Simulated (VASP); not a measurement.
Set up this calculation in VASP 6.6.1, as the native input.

| Property | Result |
| --- | --- |
| Task | single point |
| Functional | PBE |
| Potentials or basis | VASP PAW PBE potentials, release 64 (Zn, Cu) |
| Cutoff | 520 eV |
| k mesh | 6 × 6 × 6 |
| Occupations | gaussian, width 0.1 eV |
| Spin | no spin polarisation |
| Dipole correction | no |
| Further INCAR settings | ALGO = Normal; EDIFF = 1e-07; NBANDS = 18 |

The structure of ZnCu lies in POSCAR:

```
ZnCu
1.0
    2.9205539200      0.0000000000      0.0000000000
    0.0000000000      2.9205539200      0.0000000000
    0.0000000000      0.0000000000      2.9205539200
Zn Cu
1 1
Direct
    0.4832822862      0.5016312487      0.5067246389
   -0.0058827846      0.0165460292      0.0145372818
```

The input as run:

INCAR

```
  PREC = Accurate
  ENCUT = 520
  EDIFF = 1E-7
  ISMEAR = 0
  SIGMA = 0.1
  LREAL = F
  LASPH = T
  NELM = 100
  ALGO = Normal
  ISIF = 2
  LWAVE = F
  LCHARG = F
  GGA = PE
  NBANDS = 18
```

KPOINTS

```
Automatic mesh
0
Gamma
  6 6 6
```

Potentials or basis: VASP PAW PBE potentials, release 64 (Zn, Cu).

Run with:

```sh
$ cat potpaw_PBE.64/Zn/POTCAR potpaw_PBE.64/Cu/POTCAR > POTCAR
$ mpirun -np 1 vasp_std > vasp.out
```

It gave:

| Property | Result |
| --- | --- |
| Pressure | 7.0 GPa |
| Largest force | 0.298 eV/Å |

Run time: 14 s on 1 thread of Intel(R) Xeon(R) 6975P-C (Granite Rapids), with other jobs on the host, peak memory 0.17 GiB.
